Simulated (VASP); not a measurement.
# CaAl15N16 (a cell with a defect) in VASP: a series of runs

The runs below take CaAl15N16 (a cell with a defect) through single point, with PBE, LDA.

Everything below comes from runs of VASP 6.6.1. Logs are shortened: lines on timing, memory, paths and dates and some standing lists are left out, and cuts for length are marked.

## Step 1: The cell of the first run

The cell holds a defect, 32 atoms: a = 6.260 Å, b = 6.260 Å, c = 10.035 Å, α = 90.00°, β = 90.00°, γ = 120.00°.

## Step 2: Single point, PBE

INCAR reads:

```
SYSTEM = CaAl15N16
PREC     = Accurate       ! precision mode
ENCUT    = 520            ! plane-wave cutoff, eV
EDIFF    = 1E-6           ! SCF threshold, eV
ISMEAR   = -1             ! smearing method
SIGMA    = 0.01           ! smearing width, eV
LREAL    = Auto         
LASPH    = .TRUE.         ! aspherical terms in the spheres
NELM     = 120            ! most SCF steps
ALGO     = Normal         ! electronic algorithm
ISIF     = 2              ! what is computed and relaxed
LWAVE    = .FALSE.        ! write WAVECAR
LCHARG   = .TRUE.         ! write CHGCAR
GGA      = PE             ! functional
LELF     = .TRUE.         ! ELF
LVHAR    = .TRUE.       
NELECT   = 136.0        
NBANDS   = 90             ! bands
GGA_COMPAT= .FALSE.
```

KPOINTS reads:

```
Automatic mesh
0
G
  1 1 1
  0 0 0
```

POSCAR reads:

```
CaAl15N16
1.0
    6.2595139128      0.0000000578      0.0000000000
   -3.1297570064      5.4208980350      0.0000000000
    0.0000000000      0.0000000000     10.0348065929
Al Ca N
15 1 16
Direct
    0.3345055424      0.1625576958      0.2471631128
    0.3350892089      0.1617215030      0.7561700085
    0.1661239209      0.3309041343      0.9941337764
    0.3333687556      0.6658832491      0.2469515798
    0.1724287653      0.8341302350      0.4943337077
    0.3344456019      0.6679747785      0.7566332370
    0.1635466736      0.8301213879      1.0015266907
    0.8311410014      0.1636938212      0.2469262781
    0.6629815909      0.3244924080      0.4943525862
    0.8287940518      0.1623424192      0.7566497306
    0.6668566833      0.3335621827      1.0015181326
    0.8327424372      0.6643140089      0.2510834431
    0.6613856474      0.8352462347      0.4940631509
    0.8325771421      0.6643973197      0.7462870820
    0.6666546052      0.8304816111      1.0014788779
    0.1666750935      0.3301670219      0.5100817569
    0.3460933310      0.1511610989      0.4293230193
    0.1679670196      0.3291161592      0.1858591398
    0.3349054044      0.1619526437      0.9441293942
    0.1672758851      0.3293716699      0.7267663432
    0.3459920682      0.6955532112      0.4283810165
    0.1624653784      0.8270799597      0.1869759649
    0.3345089222      0.6724477240      0.9446926973
    0.1686730346      0.8301625507      0.6887308413
    0.8011074285      0.1505163181      0.4283366869
    0.6699400525      0.3345985636      0.1869461334
    0.8246265867      0.1626603838      0.9447737840
    0.6667998819      0.3282030207      0.6887897730
    0.8310108713      0.6658938920      0.4406309836
    0.6692421381      0.8277911609      0.1871072608
    0.8312265288      0.6658486525      0.9365276549
    0.6659701657      0.8306383299      0.6901116477
```

Potentials or basis: VASP PAW PBE potentials, release 64 (Al, Ca_sv, N).

Run with:

```
cat potpaw_PBE.64/Al/POTCAR potpaw_PBE.64/Ca_sv/POTCAR potpaw_PBE.64/N/POTCAR > POTCAR
mpirun -np 1 vasp_gam > vasp.out
```

OUTCAR:

```text
SYSTEM = CaAl15N16
   PREC = Accurate
   ENCUT = 520
   EDIFF = 1E-6
   ISMEAR = -1
   LREAL = Auto
   LASPH = .TRUE.
   NELM = 120
   ISIF = 2
   GGA = PE
   NELECT = 136.0

 ion  position               nearest neighbor table
   1  0.335  0.163  0.247-  17 1.83  18 1.91  26 1.92  22 1.92   5 3.05  11 3.05   9 3.05   7 3.05
                             8 3.11   4 3.11   3 3.13  12 3.13  12 3.13   4 3.15   8 3.15  16 3.20
   2  0.335  0.162  0.756-  20 1.84  19 1.89  24 1.92  28 1.92   3 3.01   7 3.05  11 3.05  16 3.07
                            10 3.09   6 3.09  14 3.13  14 3.13   6 3.17  10 3.17   5 3.17   9 3.17
   3  0.166  0.331  0.994-  19 1.90  27 1.92  23 1.92  18 1.92   6 3.00  10 3.00   2 3.01   8 3.12
                             4 3.12  11 3.13   1 3.13   7 3.13  15 3.13  15 3.13   7 3.13  11 3.13
   4  0.333  0.666  0.247-  21 1.83  22 1.90  30 1.92  18 1.93  13 3.05  15 3.05   7 3.06   5 3.06
                             1 3.11   8 3.12   3 3.12  12 3.13  12 3.13   8 3.14   1 3.15  16 3.21
   5  0.172  0.834  0.494-  21 1.82  17 1.84  29 1.93  24 1.95   1 3.05  13 3.06   4 3.06  12 3.06
                             9 3.07  16 3.13  14 3.13  16 3.14   2 3.17   6 3.18   9 3.19  13 3.20
   6  0.334  0.668  0.757-  20 1.86  23 1.89  24 1.90  32 1.92   3 3.00  15 3.05   7 3.05  16 3.08
                             2 3.09  10 3.09  14 3.13  14 3.13  10 3.17   2 3.17  13 3.18   5 3.18
   7  0.164  0.830  0.002-  22 1.86  23 1.87  19 1.89  31 1.92   2 3.05   6 3.05   1 3.05   4 3.06
                            12 3.08  11 3.11  15 3.11  14 3.13   3 3.13   3 3.13  15 3.15  11 3.15
   8  0.831  0.164  0.247-  25 1.83  26 1.90  30 1.92  18 1.93  13 3.05  15 3.05   9 3.06  11 3.06
                             1 3.11   4 3.12   3 3.12  12 3.13  12 3.13   4 3.14   1 3.15  16 3.21
   9  0.663  0.324  0.494-  25 1.82  17 1.84  29 1.93  28 1.95   1 3.05   8 3.06  13 3.06  12 3.06
[... 17 lines left out ...]
  19  0.335  0.162  0.944-   2 1.89   7 1.89  11 1.89   3 1.90
  20  0.167  0.329  0.727-   2 1.84  10 1.86   6 1.86  16 2.17
  21  0.346  0.696  0.428-   5 1.82   4 1.83  13 1.84  16 2.14
  22  0.162  0.827  0.187-   7 1.86   4 1.90  12 1.90   1 1.92
[... 8 lines left out ...]
  31  0.831  0.666  0.937-  15 1.90  14 1.91  11 1.92   7 1.92
  32  0.666  0.831  0.690-  14 1.89   6 1.92  10 1.92  13 1.97

  LATTYP: Found a hexagonal cell.
 ALAT       =     6.2595139128
 C/A-ratio  =     1.6031287306

  Lattice vectors:

 A1 = (   6.2595139128,   0.0000000578,   0.0000000000)
 A2 = (  -3.1297570064,   5.4208980350,   0.0000000000)
 A3 = (   0.0000000000,   0.0000000000,  10.0348065929)

Analysis of symmetry for initial positions (statically):
=====================================================================
 Subroutine PRICEL returns:
 Original cell was already a primitive cell.

 Routine SETGRP: Setting up the symmetry group for a
 hexagonal supercell.

 Subroutine GETGRP returns: Found  1 space group operations
 (whereof  1 operations were pure point group operations)
 out of a pool of 24 trial point group operations.

The static configuration has the point symmetry C_1 .

Analysis of symmetry for dynamics (positions and initial velocities):
=====================================================================
 Subroutine PRICEL returns:
 Original cell was already a primitive cell.

 Routine SETGRP: Setting up the symmetry group for a
 hexagonal supercell.

 Subroutine GETGRP returns: Found  1 space group operations
 (whereof  1 operations were pure point group operations)
 out of a pool of 24 trial point group operations.

The dynamic configuration has the point symmetry C_1 .

 Subroutine INISYM returns: Found  1 space group operations
 (whereof  1 operations are pure point group operations),
 and found     1 'primitive' translations

----------------------------------------------------------------------------------------

                                     Primitive cell

  volume of cell :     340.5029

[... 42 lines left out ...]
   TEBEG  =    0.0;   TEEND  =   0.0 temperature during run
   PSTRESS=    0.0 pullay stress
   NELECT =     136.0000    total number of electrons
   NUPDOWN=      -1.0000    fix difference up-down
   EMIN   =  10.00;   EMAX   =-10.00  energy-range for DOS
   EFERMI =   0.00;   METHOD = LEGACY
   ISMEAR =    -1;   SIGMA  =   0.01  broadening in eV -4-tet -1-fermi 0-gaus
   EFERMI_NEDOS =   21; number of points for ismear=-14 and -15
   IALGO  =     38    algorithm
   IMIX   =      4    mixing-type and parameters
     AMIX     =   0.40;   BMIX     =  1.00
     AMIX_MAG =   1.60;   BMIX_MAG =  1.00
  volume/ion in A,a.u.               =      10.64        71.81
  Fermi-wavevector in a.u.,A,eV,Ry     =   1.205630  2.278311 19.776675  1.453545
  Thomas-Fermi vector in A             =   2.341321
   LORBIT       =      0    0 simple, 1 ext, 2 COOP (PROOUT), +10 PAW based schemes
   GGA     = PE    functional components
   LHFCALC =     F    Hartree Fock is set to
   AEXX    =    0.0000 exact exchange contribution
   IVDW    =     0    specifies the selected vdW correction
   LEPSILON=     F    determine dielectric tensor
   LRPA    =     F    only Hartree local field effects (RPA)
 non-spin polarized calculation
  energy-cutoff  :      520.00
  volume of cell :      340.50
 maximum number of plane-waves:      4582
 NGX is ok and might be reduce to    48
   NGX = 23   NGY = 23   NGZ = 37

 number of electron     136.0000004 magnetization

 Free energy of the ion-electron system (eV)
  ---------------------------------------------------
  ext. energy  EPLUGINS =         0.00000000
  ---------------------------------------------------
  free energy    TOTEN  =      -216.42308511 eV

  energy without entropy =     -216.42308511  energy(sigma->0) =     -216.42308511

 E-fermi :   7.0701     XC(G=0): -10.8686

 val. band max:        6.7874805475   @ k =   0.0000   0.0000   0.0000
 cond. band min:      10.0612067503   @ k =   0.0000   0.0000   0.0000
 fundamental gap:      3.2737262027
 Fermi energy:         7.0700763117

 k-point     1 :       0.0000    0.0000    0.0000
  band No.  band energies     occupation
      1     -30.3098      2.00000
      2     -11.8798      2.00000
      3     -11.8421      2.00000
      4     -11.8169      2.00000
      5      -9.1049      2.00000
      6      -8.1582      2.00000
[... 72 lines left out ...]
     79      11.6634      0.00000
     80      11.8124      0.00000
 [bands above 80 left out]

------------------------ aborting loop because EDIFF is reached ----------------------------------------

  FORCE on cell =-STRESS in cart. coord.  units (eV):
  Direction    XX          YY          ZZ          XY          YZ          ZX
  --------------------------------------------------------------------------------------
  -------------------------------------------------------------------------------------
  Total       34.5031170     32.4111225     12.5714325     -1.7878380      0.0954503     -0.1847496
  in kB      162.3484165    152.5049000     59.1526894     -8.4123606      0.4491248     -0.8693070
  external PRESSURE =     124.6686687 kB  Pullay stress =       0.0000000 kB

 VOLUME and BASIS-vectors are now :
 -----------------------------------------------------------------------------
  energy-cutoff  :      520.00
  volume of cell :      340.50
      direct lattice vectors                 reciprocal lattice vectors
     6.259513913  0.000000058  0.000000000     0.159756813  0.092235641  0.000000000
    -3.129757006  5.420898035  0.000000000    -0.000000002  0.184471279  0.000000000
     0.000000000  0.000000000 10.034806593     0.000000000  0.000000000  0.099653141

 POSITION                                       TOTAL-FORCE (eV/Angst)
 -----------------------------------------------------------------------------------
      1.58508      0.88121      2.48023         0.199390     -0.113758     -0.518414
      1.59135      0.87668      7.58802        -0.010921      0.008946     -0.348086
      0.00421      1.79380      9.97594        -0.124040      0.068372     -0.635089
      0.00267      3.60969      2.47811         0.155118      0.089879     -0.578239
     -1.53130      4.52173      4.96054        -0.070816      0.193990     -0.214146
      0.00287      3.62102      7.59267         0.104696     -0.243977     -0.341491
[... 24 lines left out ...]
      3.11913      3.60950      9.39787         0.166548     -0.095192      0.223439
      1.56895      4.50281      6.92514        -0.218671      0.135532     -0.015492
 -----------------------------------------------------------------------------------
    total drift:                                0.009134     -0.022545     -0.008184

  FREE ENERGIE OF THE ION-ELECTRON SYSTEM (eV)
  ---------------------------------------------------
  free  energy   TOTEN  =      -216.4230851076 eV

  energy  without entropy=     -216.4230851076  energy(sigma->0) =     -216.42308511
```

It took 2.9 min on 1 thread of Intel Xeon 8259CL, shared host; peak memory 0.42 GiB.

What came out:

- Free energy: -216.4231 eV
- Largest force: 1.932 eV/Å

Forces in eV/Å, atoms in the order of the input:
```
Al   0.199 -0.114 -0.518
Al  -0.011  0.009 -0.348
Al  -0.124  0.068 -0.635
Al   0.155  0.090 -0.578
Al  -0.071  0.194 -0.214
Al   0.105 -0.244 -0.341
Al  -0.014  0.137 -0.467
Al  -0.002 -0.185 -0.579
Al  -0.207 -0.035 -0.212
Al   0.262  0.024 -0.340
Al  -0.125 -0.061 -0.472
Al   0.082 -0.048 -0.634
Al  -0.128  0.073 -0.178
Al   0.132 -0.082 -0.405
Al  -0.207  0.118 -0.448
Ca  -0.352  0.195 -1.609
N    0.335 -0.207  0.452
N   -0.206  0.117  0.538
N    0.224 -0.120  0.531
N   -0.209  0.131  1.916
N    0.225 -0.160  0.563
N   -0.238  0.074  0.446
N    0.198 -0.121  0.435
N   -0.147  0.098  0.167
N    0.260 -0.096  0.566
N   -0.180  0.171  0.449
N    0.201 -0.119  0.427
N   -0.163  0.082  0.163
N    0.157 -0.087  0.706
N   -0.099  0.057  0.409
N    0.167 -0.095  0.223
N   -0.219  0.136 -0.015
```

Levels at points of the mesh, in eV from the Fermi level:
| k point | band 65 | band 66 | band 67 | band 68 | band 69 | band 70 | band 71 | band 72 |
| --- | --- | --- | --- | --- | --- | --- | --- | --- |
| (0.00, 0.00, 0.00) | -1.26 | -0.94 | -0.30 | -0.28 | 2.99 | 3.89 | 4.00 | 4.02 |

Caveat: the k points lie up to 1.16 Å⁻¹ apart, too coarse for converged energies, forces and pressures; the cell carries a net charge on a neutralising background, which shifts energy and pressure; the cell is charged against a uniform background, so pressure and absolute levels hang on convention.

## Step 3: Single point, PBE

INCAR reads:

```
PREC = Accurate ; ENCUT = 520
EDIFF = 1E-6 ; ISMEAR = 0
SIGMA = 0.01 ; LREAL = Auto
LASPH = T ; NELM = 120
ALGO = Normal ; ISIF = 2
LWAVE = F ; LCHARG = T
GGA = PE ; LELF = T
LVHAR = T ; NBANDS = 90
NELECT = 136.0 ; GGA_COMPAT = F
```

KPOINTS reads:

```
Automatic mesh
0
Gamma
  1 1 1
  0.25 0.25 0.25
```

Edit POSCAR of step 2 so:

```diff
@@ -2,5 +2,5 @@
 1.0
-    6.2595139128      0.0000000578      0.0000000000
-   -3.1297570064      5.4208980350      0.0000000000
-    0.0000000000      0.0000000000     10.0348065929
+    6.2595139092      0.0000000618      0.0000000000
+   -3.1297570081      5.4208980298      0.0000000000
+    0.0000000000      0.0000000000     10.0348065900
 Al Ca N
```

Potentials or basis: VASP PAW PBE potentials, release 64 (Al, Ca_sv, N).

Run with:

```
cat potpaw_PBE.64/Al/POTCAR potpaw_PBE.64/Ca_sv/POTCAR potpaw_PBE.64/N/POTCAR > POTCAR
mpirun -np 1 vasp_std > vasp.out
```

Wall time 13 min (1 thread of Intel Xeon 8259CL, shared host); peak memory 0.5 GiB.

It converged, with:

| Quantity | Value |
| --- | --- |
| Free energy | -227.8640 eV |
| Largest force | 0.454 eV/Å |

Forces in eV/Å, atoms in the order of the input:
```
Al   0.093 -0.053  0.041
Al   0.150 -0.083 -0.004
Al  -0.120  0.067 -0.001
Al   0.152 -0.053 -0.021
Al  -0.121  0.156 -0.028
Al   0.098 -0.076  0.006
Al  -0.120  0.086 -0.002
Al   0.120 -0.109 -0.022
Al  -0.197  0.027 -0.025
Al   0.113 -0.057  0.009
Al  -0.136  0.057 -0.008
Al   0.083 -0.049  0.001
Al  -0.068  0.038  0.040
Al   0.138 -0.085  0.004
Al  -0.110  0.063  0.019
Ca  -0.373  0.206  0.022
N    0.373 -0.230 -0.117
N   -0.207  0.118 -0.005
N    0.209 -0.110  0.076
N   -0.209  0.132  0.049
N    0.202 -0.131  0.031
N   -0.161  0.112  0.008
N    0.191 -0.115 -0.038
N   -0.161  0.085  0.081
N    0.223 -0.088  0.036
N   -0.175  0.085  0.013
N    0.193 -0.116 -0.050
N   -0.163  0.099  0.075
N    0.145 -0.081  0.006
N   -0.151  0.087 -0.028
N    0.166 -0.095 -0.002
N   -0.175  0.113 -0.165
```

Levels at points of the mesh, in eV from the Fermi level:
| k point | band 64 | band 65 | band 66 | band 67 | band 68 | band 69 | band 70 | band 71 | band 72 | band 73 |
| --- | --- | --- | --- | --- | --- | --- | --- | --- | --- | --- |
| (0.25, 0.25, 0.25) | -1.47 | -1.22 | -0.83 | -0.26 | -0.09 | 4.46 | 4.82 | 5.05 | 5.18 | 5.28 |

Caveat: the k points lie up to 0.58 Å⁻¹ apart; the cell carries a net charge on a neutralising background, which shifts energy and pressure; the cell is charged against a uniform background, so pressure and absolute levels hang on convention.

## Step 4: Single point, LDA

INCAR reads:

```
PREC = Accurate
ENCUT = 520
EDIFF = 1E-6
ISMEAR = -1
SIGMA = 0.01
LREAL = Auto
LASPH = T
NELM = 120
ALGO = Normal
ISIF = 2
LWAVE = F
LCHARG = F
GGA = CA
NBANDS = 90
NELECT = 136.0
GGA_COMPAT = F
```

KPOINTS is that of step 3.

Edit POSCAR of step 3 so:

```diff
@@ -2,5 +2,5 @@
 1.0
-    6.2595139092      0.0000000618      0.0000000000
-   -3.1297570081      5.4208980298      0.0000000000
-    0.0000000000      0.0000000000     10.0348065900
+    6.2595139128      0.0000000578      0.0000000000
+   -3.1297570064      5.4208980350      0.0000000000
+    0.0000000000      0.0000000000     10.0348065929
 Al Ca N
```

Potentials or basis: VASP PAW LDA potentials, release 64 (Al, Ca_sv, N).

Run with:

```
cat potpaw_LDA.64/Al/POTCAR potpaw_LDA.64/Ca_sv/POTCAR potpaw_LDA.64/N/POTCAR > POTCAR
mpirun -np 1 vasp_std > vasp.out
```

Wall time 12 min (1 thread of Intel Xeon 8259CL, shared host); peak memory 0.41 GiB.

The run converged. Its results:

* Free energy: -252.7599 eV
* Largest force: 0.431 eV/Å

Forces on the atoms (eV/Å):
```
Al   0.086 -0.049  0.080
Al   0.111 -0.060 -0.003
Al  -0.116  0.069  0.018
Al   0.146 -0.046  0.017
Al  -0.109  0.162 -0.040
Al   0.095 -0.102  0.003
Al  -0.103  0.090  0.017
Al   0.114 -0.108  0.016
Al  -0.195  0.016 -0.035
Al   0.137 -0.037  0.010
Al  -0.130  0.037  0.011
Al   0.079 -0.048  0.007
Al  -0.069  0.039  0.024
Al   0.132 -0.082  0.010
Al  -0.118  0.065  0.036
Ca  -0.363  0.200 -0.013
N    0.355 -0.219 -0.109
N   -0.205  0.116 -0.029
N    0.202 -0.107  0.048
N   -0.205  0.129 -0.011
N    0.200 -0.143  0.037
N   -0.152  0.112 -0.003
N    0.188 -0.118 -0.065
N   -0.155  0.086  0.109
N    0.231 -0.081  0.042
N   -0.172  0.077  0.001
N    0.194 -0.114 -0.077
N   -0.160  0.093  0.102
N    0.145 -0.082 -0.035
N   -0.153  0.088 -0.041
N    0.164 -0.094  0.005
N   -0.175  0.112 -0.132
```

Levels at points of the mesh, in eV from the Fermi level:
```tsv
k point	band 64	band 65	band 66	band 67	band 68	band 69	band 70	band 71	band 72	band 73
(0.25, 0.25, 0.25)	-1.61	-1.36	-0.97	-0.41	-0.24	4.18	4.60	4.81	4.95	5.04
```

Caveat: the k points lie up to 0.58 Å⁻¹ apart; the cell carries a net charge on a neutralising background, which shifts energy and pressure; the cell is charged against a uniform background, so pressure and absolute levels hang on convention.

## Step 5: Single point, PBE

INCAR reads:

```
SYSTEM = CaAl15N16
  PREC = Accurate
  ENCUT = 520
  EDIFF = 1E-6
  ISMEAR = -1
  SIGMA = 0.01
  LREAL = Auto
  LASPH = .True.
  NELM = 120
  ALGO = Normal
  ISIF = 2
  LWAVE = .False.
  LCHARG = .False.
  GGA = PE
  NELECT = 136.0
  NBANDS = 90
  GGA_COMPAT = .False.
```

KPOINTS is that of step 4.

POSCAR is that of step 4.

Potentials or basis: VASP PAW PBE potentials, release 64 (Al, Ca_sv, N).

Run with:

```
cat potpaw_PBE.64/Al/POTCAR potpaw_PBE.64/Ca_sv/POTCAR potpaw_PBE.64/N/POTCAR > POTCAR
mpirun -np 1 vasp_std > vasp.out
```

Wall time 12 min (1 thread of Intel Xeon 8259CL, shared host); peak memory 0.51 GiB.

Results (log left out):

- Free energy: -227.8640 eV
- Largest force: 0.454 eV/Å

Forces in eV/Å, atoms in the order of the input:
```
Al   0.093 -0.053  0.041
Al   0.150 -0.083 -0.004
Al  -0.120  0.067 -0.001
Al   0.152 -0.053 -0.021
Al  -0.121  0.156 -0.028
Al   0.098 -0.076  0.006
Al  -0.120  0.086 -0.002
Al   0.120 -0.109 -0.022
Al  -0.197  0.027 -0.025
Al   0.113 -0.057  0.009
Al  -0.136  0.057 -0.008
Al   0.083 -0.049  0.001
Al  -0.068  0.038  0.040
Al   0.138 -0.085  0.004
Al  -0.110  0.063  0.019
Ca  -0.373  0.206  0.022
N    0.373 -0.230 -0.117
N   -0.207  0.118 -0.005
N    0.209 -0.110  0.076
N   -0.209  0.132  0.049
N    0.202 -0.131  0.031
N   -0.161  0.112  0.008
N    0.191 -0.115 -0.038
N   -0.161  0.085  0.081
N    0.223 -0.088  0.036
N   -0.175  0.085  0.013
N    0.193 -0.116 -0.050
N   -0.163  0.099  0.075
N    0.145 -0.081  0.006
N   -0.151  0.087 -0.028
N    0.166 -0.095 -0.002
N   -0.175  0.113 -0.165
```

Levels at points of the mesh, in eV from the Fermi level:
| k point | band 65 | band 66 | band 67 | band 68 | band 69 | band 70 | band 71 | band 72 |
| --- | --- | --- | --- | --- | --- | --- | --- | --- |
| (0.25, 0.25, 0.25) | -1.36 | -0.97 | -0.40 | -0.24 | 4.31 | 4.67 | 4.91 | 5.04 |

Caveat: the k points lie up to 0.58 Å⁻¹ apart; the cell carries a net charge on a neutralising background, which shifts energy and pressure; the cell is charged against a uniform background, so pressure and absolute levels hang on convention.
